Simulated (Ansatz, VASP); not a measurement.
Two plane-wave programs on PbO

```
CELL_PARAMETERS angstrom
3.17937 0.00000 0.00000
0.00000 3.17937 0.00000
0.00000 0.00000 3.17937
ATOMIC_POSITIONS crystal
Pb 0.00000 0.00000 0.00000
O 0.50000 0.50000 0.50000
```

Alike in both runs: task single point; functional PBE; k mesh 8 × 8 × 8; occupations fermi-dirac, width 0.02 eV; non-collinear spin, spin-orbit coupling.

|  | VASP | Ansatz |
| --- | --- | --- |
| version | VASP 6.6.1 | Ansatz 0.2.0 |
| potentials or method | VASP PAW PBE potentials, release 64 (Pb_d, O) | plane waves, PAW |
| plane-wave cutoff (eV) | 520 | 420 |
| valence electrons in the cell | 20 | 20 |

```tsv
	VASP	Ansatz	Ansatz less VASP
pressure (GPa)	3.2	3.3	+0.08
net moment per atom (μB)	0.00	0.00	0.000
```

With one functional, cell and mesh, what is left measures potentials, basis and numerics.
